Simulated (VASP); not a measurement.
Set up this calculation in VASP 6.6.1, as the native input.

| Item | Value |
| --- | --- |
| Task | single point |
| Functional | PBE |
| Potentials or basis | VASP PAW PBE potentials, release 64 (In_d) |
| Cutoff | 520 eV |
| k mesh | 14 × 14 × 14 |
| Occupations | fermi-dirac, width 0.05 eV |
| Spin | no spin polarisation |
| Dipole correction | no |
| Further INCAR settings | ALGO = Normal; EDIFF = 1e-06; NBANDS = 26 |

The structure of In lies in POSCAR:

```
In
1.0
    1.6640527053      0.9607412773      8.1800133351
   -1.6640527053      0.9607412773      8.1800133351
    0.0000000000     -1.9214825547      8.1800133351
In
3
Direct
    0.0000000000      0.0000000000      0.0000000000
    0.7780122400      0.7780122400      0.7780122400
    0.2219877600      0.2219877600      0.2219877600
```

The input as run:

INCAR

```
SYSTEM = In
ALGO = Normal
EDIFF = 1E-6
ENCUT = 520
GGA = PE
ISIF = 2
ISMEAR = -1
LASPH = .True.
LCHARG = .True.
LELF = .True.
LREAL = .False.
LVHAR = .True.
LWAVE = .False.
NBANDS = 26
NELM = 100
PREC = Accurate
SIGMA = 0.05
```

KPOINTS

```
k-points
0
Gamma
  14 14 14
  0 0 0
```

Potentials or basis: VASP PAW PBE potentials, release 64 (In_d).

The run is started by

```console
$ cat potpaw_PBE.64/In_d/POTCAR > POTCAR
$ mpirun -np 1 vasp_std > vasp.out
```

It gave:

| Item | Value |
| --- | --- |
| Pressure | 2.1 GPa |
| Largest force | 0.021 eV/Å |
| Band gap on the k mesh | zero (an odd number of electrons rules out a gap without spin polarisation) |

Caveat: spin-orbit coupling is left out, which moves the levels of the heavy elements.

Run time: 21 min on 1 thread of Intel(R) Xeon(R) 6975P-C (Granite Rapids) (shared host), peak memory 0.81 GiB.
